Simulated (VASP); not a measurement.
Set up this calculation in VASP 6.6.1, as the native input.

| Quantity | Value |
| --- | --- |
| Task | single point |
| Functional | PBE |
| Potentials or basis | VASP PAW PBE potentials, release 64 (Al, O) |
| Cutoff | 520 eV |
| k mesh | 6 × 6 × 4 |
| Occupations | gaussian, width 0.1 eV |
| Spin | no spin polarisation |
| Dipole correction | no |
| Further INCAR settings | ALGO = Normal; EDIFF = 1e-06; NBANDS = 20 |

The structure of Al2O3 lies in POSCAR:

```
Al2O3
1.0
    3.9036815800      0.0000000000      0.0000000000
   -1.9518407900      3.3806874200      0.0000000000
    0.0000000000      0.0000000000      4.0472309200
Al O
2 3
Direct
    0.3333333300      0.6666666700      0.5000000000
    0.6666666700      0.3333333300      0.5000000000
    0.5000000000      0.0000000000      0.0000000000
    0.0000000000      0.5000000000      0.0000000000
    0.5000000000      0.5000000000      0.0000000000
```

One way to write it, as run:

INCAR

```
SYSTEM = Al2O3
ALGO = Normal ; EDIFF = 1E-6
ENCUT = 520 ; GGA = PE
ISIF = 2 ; ISMEAR = 0
LASPH = .TRUE. ; LCHARG = .FALSE.
LREAL = .FALSE. ; LWAVE = .FALSE.
NBANDS = 20 ; NELM = 80
PREC = Accurate ; SIGMA = 0.1
```

KPOINTS

```
k-points
0
G
  6 6 4
  0 0 0
```

Potentials or basis: VASP PAW PBE potentials, release 64 (Al, O).

Launch:

```console
$ cat potpaw_PBE.64/Al/POTCAR potpaw_PBE.64/O/POTCAR > POTCAR
$ mpirun -np 1 vasp_std > vasp.out
```

It gave:

```yaml
Pressure: 29.0 GPa
Band_gap_on_the_k_mesh: zero (band 12 reaches 8.61 eV, above the bottom of band 13 at 4.34 eV)
```

Caveat: the k points lie up to 0.39 Å⁻¹ apart.

Run time: 8.9 s on 1 thread of Intel(R) Xeon(R) 6975P-C (Granite Rapids), with other jobs on the host, peak memory 0.16 GiB.
